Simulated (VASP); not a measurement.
# Al12Cl in VASP: further runs

Runs on Al12Cl. Level: PBE+D3(BJ). Tasks: single point.

All numbers are computed with VASP 6.6.1; they aren't measurements. Logs are shortened: lines on timing, memory, paths and dates and some standing lists are left out, and cuts for length are marked.

**1. The cell of the first run**

The cell holds a slab with vacuum, 13 atoms: a = 5.631 Å, b = 5.631 Å, c = 21.150 Å, α = 90.00°, β = 90.00°, γ = 90.00°.

**2. Single point, PBE+D3(BJ)**

INCAR

```
SYSTEM = Al12Cl
PREC = Accurate
ENCUT = 520
EDIFF = 1E-6
ISMEAR = 0
SIGMA = 0.1
LREAL = .False.
LASPH = .True.
NELM = 100
ALGO = Normal
ISIF = 2
LWAVE = .False.
LCHARG = .False.
LDIPOL = .True.
IDIPOL = 3
DIPOL = 0.5 0.5 0.306
GGA = PE
IVDW = 12
NBANDS = 34
```

KPOINTS

```
regular mesh
0
Gamma
  5 5 1
  0 0 0
```

POSCAR

```
Al12Cl
1.0
    5.6314608525      0.0000000000      0.0000000000
    0.0000000000      5.6314608525      0.0000000000
    0.0000000000      0.0000000000     21.1495692393
Al Cl
12 1
Direct
    0.2500000000      0.2500000000      0.1891291475
    0.2500000000      0.7500000000      0.1891291475
    0.7500000000      0.2500000000      0.1891291475
    0.7500000000      0.7500000000      0.1891291475
    0.0000000000      0.0000000000      0.2871045368
    0.0000000000      0.5000000000      0.2871045368
    0.5000000000      0.0000000000      0.2871045368
    0.5000000000      0.5000000000      0.2871045368
    0.2500000000      0.2500000000      0.3853302707
    0.2500000000      0.7500000000      0.3853302707
    0.7500000000      0.2500000000      0.3853302707
    0.7500000000      0.7500000000      0.3853302707
    0.4166666667      0.4166666667      0.5271771313
```

Potentials or basis: VASP PAW PBE potentials, release 64 (Al, Cl).

On the command line:

```bash
> cat potpaw_PBE.64/Al/POTCAR potpaw_PBE.64/Cl/POTCAR > POTCAR
> mpirun -np 1 vasp_std > vasp.out
```

OUTCAR:

```text
SYSTEM = Al12Cl
   PREC = Accurate
   ENCUT = 520
   EDIFF = 1E-6
   ISMEAR = 0
   LREAL = .False.
   LASPH = .True.
   NELM = 100
   ISIF = 2
   GGA = PE
   IVDW = 12
 IVDW          = 12

 ion  position               nearest neighbor table
   1  0.250  0.250  0.189-   2 2.82   3 2.82   2 2.82   3 2.82   7 2.87   8 2.87   5 2.87   6 2.87

   2  0.250  0.750  0.189-   1 2.82   4 2.82   1 2.82   4 2.82   7 2.87   8 2.87   5 2.87   6 2.87

   3  0.750  0.250  0.189-   1 2.82   4 2.82   4 2.82   1 2.82   7 2.87   8 2.87   5 2.87   6 2.87
[... 15 lines left out ...]
  11  0.750  0.250  0.385-   9 2.82  12 2.82  12 2.82   9 2.82   5 2.88   6 2.88   7 2.88   8 2.88

  12  0.750  0.750  0.385-  10 2.82  11 2.82  11 2.82  10 2.82   5 2.88   6 2.88   7 2.88   8 2.88

  13  0.417  0.417  0.527-

  LATTYP: Found a simple tetragonal cell.
 ALAT       =     5.6314608525
 C/A-ratio  =     3.7556097420

  Lattice vectors:

 A1 = (   5.6314608525,   0.0000000000,   0.0000000000)
 A2 = (   0.0000000000,   5.6314608525,   0.0000000000)
 A3 = (   0.0000000000,   0.0000000000,  21.1495692393)

Analysis of symmetry for initial positions (statically):
=====================================================================
 Subroutine PRICEL returns:
 Original cell was already a primitive cell.

 Routine SETGRP: Setting up the symmetry group for a
 simple tetragonal supercell.

 Subroutine GETGRP returns: Found  2 space group operations
 (whereof  2 operations were pure point group operations)
 out of a pool of 16 trial point group operations.

The static configuration has the point symmetry C_1h.

Analysis of symmetry for dynamics (positions and initial velocities):
=====================================================================
 Subroutine PRICEL returns:
 Original cell was already a primitive cell.

 Routine SETGRP: Setting up the symmetry group for a
 simple tetragonal supercell.

 Subroutine GETGRP returns: Found  2 space group operations
 (whereof  2 operations were pure point group operations)
 out of a pool of 16 trial point group operations.

The dynamic configuration has the point symmetry C_1h.

 Subroutine INISYM returns: Found  2 space group operations
 (whereof  2 operations are pure point group operations),
 and found     1 'primitive' translations

----------------------------------------------------------------------------------------

                                     Primitive cell

  volume of cell :     670.7237

  direct lattice vectors                    reciprocal lattice vectors
     5.631460853  0.000000000  0.000000000     0.177573817  0.000000000  0.000000000
     0.000000000  5.631460853  0.000000000     0.000000000  0.177573817  0.000000000
     0.000000000  0.000000000 21.149569239     0.000000000  0.000000000  0.047282287

  length of vectors
     5.631460853  5.631460853 21.149569239     0.177573817  0.177573817  0.047282287

  position of ions in fractional coordinates (direct lattice)
     0.250000000  0.250000000  0.189129147
     0.250000000  0.750000000  0.189129147
     0.750000000  0.250000000  0.189129147
     0.750000000  0.750000000  0.189129147
     0.000000000  0.000000000  0.287104537
     0.000000000  0.500000000  0.287104537
     0.500000000  0.000000000  0.287104537
     0.500000000  0.500000000  0.287104537
     0.250000000  0.250000000  0.385330271
     0.250000000  0.750000000  0.385330271
     0.750000000  0.250000000  0.385330271
     0.750000000  0.750000000  0.385330271
     0.416666667  0.416666667  0.527177131

  ion indices of the primitive-cell ions
   primitive index   ion index
                 1           1
                 2           2
                 3           3
                 4           4
                 5           5
                 6           6
                 7           7
                 8           8
                 9           9
                10          10
                11          11
                12          12
                13          13

----------------------------------------------------------------------------------------

 KPOINTS: regular mesh

Automatic generation of k-mesh.
 Grid dimensions read from file:
 generate k-points for:    5    5    1

 Generating k-lattice:

  Cartesian coordinates                     Fractional coordinates (reciprocal lattice)
     0.035514763  0.000000000  0.000000000     0.200000000  0.000000000  0.000000000
     0.000000000  0.035514763  0.000000000     0.000000000  0.200000000  0.000000000
     0.000000000  0.000000000  0.047282287     0.000000000  0.000000000  1.000000000

  Length of vectors
     0.035514763  0.035514763  0.047282287

  Shift w.r.t. Gamma in fractional coordinates (k-lattice)
     0.000000000  0.000000000  0.000000000

 Subroutine IBZKPT returns following result:
 ===========================================

 Found      9 irreducible k-points:

 Following reciprocal coordinates:
            Coordinates               Weight
  0.000000  0.000000  0.000000      1.000000
  0.200000  0.000000  0.000000      4.000000
  0.400000  0.000000  0.000000      4.000000
  0.200000  0.200000  0.000000      2.000000
 -0.200000  0.200000  0.000000      2.000000
  0.400000  0.200000  0.000000      4.000000
 -0.200000  0.400000  0.000000      4.000000
  0.400000  0.400000  0.000000      2.000000
 -0.400000  0.400000  0.000000      2.000000
   k-points           NKPTS =      9   k-points in BZ     NKDIM =      9   number of bands    NBANDS=     34
   number of dos      NEDOS =    301   number of ions     NIONS =     13
   total plane-waves  NPLWV = 282240
   dimension x,y,z NGX =    42 NGY =   42 NGZ =  160
   dimension x,y,z NGXF=    84 NGYF=   84 NGZF=  320
   ions per type =              12   1
   NGX,Y,Z   is equivalent  to a cutoff of  12.40, 12.40, 12.58 a.u.
   NGXF,Y,Z  is equivalent  to a cutoff of  24.80, 24.80, 25.15 a.u.
 SYSTEM =  Al12Cl
   PREC   = accura    normal or accurate (medium, high low for compatibility)
   ISTART =      0    job   : 0-new  1-cont  2-samecut
   ICHARG =      2    charge: 1-file 2-atom 10-const
   ISPIN  =      1    spin polarized calculation?
   LNONCOLLINEAR =      F non collinear calculations
   LSORBIT =      F    spin-orbit coupling
   LASPH  =      T    aspherical Exc in radial PAW
   ENCUT  =  520.0 eV  38.22 Ry    6.18 a.u.  10.47 10.47 39.32*2*pi/ulx,y,z
   NELM   =    100;   NELMIN=  2; NELMDL= -5     # of ELM steps
   EDIFF  = 0.1E-05   stopping-criterion for ELM
   LREAL  =      F    real-space projection
   EDIFFG = 0.1E-04   stopping-criterion for IOM
   NSW    =      0    number of steps for IOM
   IBRION =     -1    ionic relax: 0-MD 1-quasi-New 2-CG
   NFREE  =      0    steps in history (QN), initial steepest desc. (CG)
   ISIF   =      2    stress and relaxation
   ISYM   =      2    0-nonsym 1-usesym 2-fastsym
   POTIM  = 0.5000    time-step for ionic-motion
   TEBEG  =    0.0;   TEEND  =   0.0 temperature during run
   PSTRESS=    0.0 pullay stress
   NELECT =      43.0000    total number of electrons
   NUPDOWN=      -1.0000    fix difference up-down
   EMIN   =  10.00;   EMAX   =-10.00  energy-range for DOS
   EFERMI =   0.00;   METHOD = LEGACY
   ISMEAR =     0;   SIGMA  =   0.10  broadening in eV -4-tet -1-fermi 0-gaus
   EFERMI_NEDOS =   21; number of points for ismear=-14 and -15
   IALGO  =     38    algorithm
   IMIX   =      4    mixing-type and parameters
     AMIX     =   0.40;   BMIX     =  1.00
     AMIX_MAG =   1.60;   BMIX_MAG =  1.00
  volume/ion in A,a.u.               =      51.59       348.17
  Fermi-wavevector in a.u.,A,eV,Ry     =   0.655214  1.238175  5.841052  0.429305
  Thomas-Fermi vector in A             =   1.726018
   LORBIT       =      0    0 simple, 1 ext, 2 COOP (PROOUT), +10 PAW based schemes
   GGA     = PE    functional components
   LHFCALC =     F    Hartree Fock is set to
   AEXX    =    0.0000 exact exchange contribution
   IVDW    =    12    specifies the selected vdW correction
   LEPSILON=     F    determine dielectric tensor
   LRPA    =     F    only Hartree local field effects (RPA)
 non-spin polarized calculation
 Gauss-broadening in eV      SIGMA  =   0.10
  energy-cutoff  :      520.00
  volume of cell :      670.72
 maximum number of plane-waves:     18155
 NGX is ok and might be reduce to    42
   NGX = 21   NGY = 21   NGZ = 79

 dipolmoment           0.000000      0.000000     -0.011572 electrons x Angstroem

 number of electron      43.0000000 magnetization

 dipolmoment           0.000000      0.000000      0.525259 electrons x Angstroem

 Free energy of the ion-electron system (eV)
  ---------------------------------------------------
  ext. energy  EPLUGINS =         0.00000000
  ---------------------------------------------------
  free energy    TOTEN  =       -43.53457559 eV

  energy without entropy =      -43.51067492  energy(sigma->0) =      -43.52262526

 E-fermi :  -1.3706     XC(G=0):  -4.3436

 val. band max:       -1.3783896709   @ k =   0.0000   0.0000   0.0000
 cond. band min:      -1.3482807509   @ k =   0.0000   0.0000   0.0000
 fundamental gap:      0.0301089200
 Fermi energy:        -1.3705552224

 k-point     1 :       0.0000    0.0000    0.0000
  band No.  band energies     occupation
      1     -14.0379      2.00000
      2     -11.6975      2.00000
      3      -9.5493      2.00000
      4      -7.1882      2.00000
      5      -7.1849      2.00000
      6      -7.0659      2.00000
[... 313 lines left out ...]
     32       1.7095      0.00000
     33       1.7958      0.00000
 [bands above 33 left out]

------------------------ aborting loop because EDIFF is reached ----------------------------------------

 vacuum level on the upper side and lower side of the slab       (xc-potential included)         1.288        -1.623

 Edisp (eV)   -2.73363

 E8    (eV) :    -1.2692

  FORCE on cell =-STRESS in cart. coord.  units (eV):
  Direction    XX          YY          ZZ          XY          YZ          ZX
  --------------------------------------------------------------------------------------
  -------------------------------------------------------------------------------------
  Total      -6.72189    -6.72189    -6.08938    -0.00512    -0.34251    -0.34251
  in kB     -16.05678   -16.05678   -14.54587    -0.01224    -0.81817    -0.81817
  external pressure =      -15.55 kB  Pullay stress =        0.00 kB

 VOLUME and BASIS-vectors are now :
 -----------------------------------------------------------------------------
  energy-cutoff  :      520.00
  volume of cell :      670.72
      direct lattice vectors                 reciprocal lattice vectors
     5.631460853  0.000000000  0.000000000     0.177573817  0.000000000  0.000000000
     0.000000000  5.631460853  0.000000000     0.000000000  0.177573817  0.000000000
     0.000000000  0.000000000 21.149569239     0.000000000  0.000000000  0.047282287

 POSITION                                       TOTAL-FORCE (eV/Angst)
 -----------------------------------------------------------------------------------
      1.40787      1.40787      4.00000         0.008529      0.008529      0.095040
      1.40787      4.22360      4.00000        -0.031049     -0.013240      0.055415
      4.22360      1.40787      4.00000        -0.013240     -0.031049      0.055415
      4.22360      4.22360      4.00000         0.028890      0.028890     -0.018002
      0.00000      0.00000      6.07214        -0.026109     -0.026109     -0.045022
      0.00000      2.81573      6.07214         0.011686      0.026329      0.012078
      2.81573      0.00000      6.07214         0.026329      0.011686      0.012078
      2.81573      2.81573      6.07214         0.001350      0.001350      0.099972
      1.40787      1.40787      8.14957         0.056869      0.056869      0.733918
      1.40787      4.22360      8.14957        -0.026595      0.020305      0.282214
      4.22360      1.40787      8.14957         0.020305     -0.026595      0.282214
      4.22360      4.22360      8.14957         0.057431      0.057431      0.149110
      2.34644      2.34644     11.14957        -0.114397     -0.114397     -1.714432
 -----------------------------------------------------------------------------------
    total drift:                               -0.000009     -0.000009     -0.000221

  FREE ENERGIE OF THE ION-ELECTRON SYSTEM (eV)
  ---------------------------------------------------
  free  energy   TOTEN  =       -46.2682098316 eV

  energy  without entropy=      -46.2443091545  energy(sigma->0) =      -46.25625949

 vacuum level on the upper side and lower side of the slab         5.876         2.874
```

Wall time 4.6 min (1 thread of Intel Xeon 6975P-C (Granite Rapids), shared host); peak memory 0.64 GiB.

Results:

```yaml
Free_energy: -46.2682 eV
Largest_force: 1.722 eV/Å
Dispersion_energy_per_atom: -0.210 eV
```

Forces in eV/Å, atoms in the order of the input:
```
Al   0.009  0.009  0.095
Al  -0.031 -0.013  0.055
Al  -0.013 -0.031  0.055
Al   0.029  0.029 -0.018
Al  -0.026 -0.026 -0.045
Al   0.012  0.026  0.012
Al   0.026  0.012  0.012
Al   0.001  0.001  0.100
Al   0.057  0.057  0.734
Al  -0.027  0.020  0.282
Al   0.020 -0.027  0.282
Al   0.057  0.057  0.149
Cl  -0.114 -0.114 -1.714
```

Caveat: an odd number of electrons without spin polarisation forces a metal; a magnetic or distorted state may lie lower.

**3. Single point, PBE+D3(BJ)**

INCAR

```
  ALGO = Normal
  DIPOL = 0.5 0.5 0.306
  EDIFF = 1E-6
  ENCUT = 520
  GGA = PE
  IDIPOL = 3
  ISIF = 2
  ISMEAR = 0
  IVDW = 12
  LASPH = T
  LCHARG = T
  LDIPOL = T
  LELF = T
  LREAL = F
  LVACPOTAV = T
  LVHAR = T
  LWAVE = F
  NBANDS = 34
  NELM = 80
  PREC = Accurate
  SIGMA = 0.1
```

KPOINTS

```
k-points
0
Gamma
  5 5 1
```

POSCAR: that of step 2 with these lines changed.

```diff
@@ -20,2 +20,2 @@
     0.7500000000      0.7500000000      0.3853302707
-    0.4166666667      0.4166666667      0.5271771313
+    0.3333333333      0.3333333333      0.5271771313
```

Potentials or basis: VASP PAW PBE potentials, release 64 (Al, Cl).

On the command line:

```bash
> cat potpaw_PBE.64/Al/POTCAR potpaw_PBE.64/Cl/POTCAR > POTCAR
> mpirun -np 1 vasp_std > vasp.out
```

It took 4.9 min on 1 thread of Intel Xeon 6975P-C (Granite Rapids), shared host; peak memory 0.63 GiB.

The run converged. Its results:

```
Free energy                : -46.3856 eV
Largest force              : 1.928 eV/Å
Dispersion energy per atom : -0.210 eV
```

Forces on the atoms (eV/Å):
```
Al   0.010  0.010  0.124
Al  -0.020 -0.016  0.064
Al  -0.016 -0.020  0.064
Al   0.019  0.019 -0.073
Al  -0.030 -0.030 -0.014
Al   0.002  0.033  0.024
Al   0.033  0.002  0.024
Al   0.008  0.008  0.072
Al   0.073  0.073  1.175
Al  -0.025  0.018  0.177
Al   0.018 -0.025  0.177
Al   0.039  0.039  0.108
Cl  -0.112 -0.112 -1.921
```

Levels at points of the mesh, in eV from the Fermi level:
```csv
k point,band 20,band 21,band 22,band 23,band 24,band 25
"(0.00, 0.00, 0.00)",-0.62,-0.32,-0.27,0.02,0.02,0.08
```

Caveat: an odd number of electrons without spin polarisation forces a metal; a magnetic or distorted state may lie lower.
